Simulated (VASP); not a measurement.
A run of VASP 6.6.1:

Contents of INCAR:

```
SYSTEM = PdPt3Se8
PREC     = Accurate       ! precision mode
ENCUT    = 520            ! plane-wave cutoff, eV
EDIFF    = 1E-7           ! SCF threshold, eV
ISMEAR   = 0              ! smearing method
SIGMA    = 0.1            ! smearing width, eV
LREAL    = .False.        ! projectors in reciprocal space
LASPH    = .True.         ! aspherical terms in the spheres
NELM     = 100            ! most SCF steps
ALGO     = Normal         ! electronic algorithm
ISIF     = 2              ! what is computed and relaxed
LWAVE    = .False.        ! write WAVECAR
LCHARG   = .False.        ! write CHGCAR
GGA      = PE             ! functional
NBANDS   = 56             ! bands
```

KPOINTS

```
regular mesh
0
Gamma
  6 6 1
  0 0 0
```

The input POSCAR:

```
PdPt3Se8
1.0
    3.7515632000      0.0000000000      0.0000000000
   -1.8757816000      3.2489491000      0.0000000000
    0.0000000000      0.0000000000     25.0014483000
Pd Pt Se
1 3 8
Direct
    0.0000000000      0.0000000000      0.0000000000
    0.0000000000      0.0000000000      0.2446150000
    0.0000000000      0.0000000000      0.5000000000
    0.0000000000      0.0000000000      0.7553850000
    0.3333333000      0.6666667000      0.0520910000
    0.3333333000      0.6666667000      0.2969270000
    0.3333333000      0.6666667000      0.5522660000
    0.3333333000      0.6666667000      0.8076300000
    0.6666667000      0.3333333000      0.1923700000
    0.6666667000      0.3333333000      0.4477340000
    0.6666667000      0.3333333000      0.7030730000
    0.6666667000      0.3333333000      0.9479090000
```

Potentials or basis: VASP PAW PBE potentials, release 64 (Pd, Pt, Se).

Launch:

```sh
$ cat potpaw_PBE.64/Pd/POTCAR potpaw_PBE.64/Pt/POTCAR potpaw_PBE.64/Se/POTCAR > POTCAR
$ mpirun -np 1 vasp_std > vasp.out
```

Hardware: 1 thread of Intel Xeon 8259CL, on a shared host.

Task: How long does it take, and how much memory?

Result: Wall time 9.6 min on 1 thread of Intel Xeon 8259CL, with other jobs on the host, peak memory 0.45 GiB. Counts: scf iterations 19, k points 7.
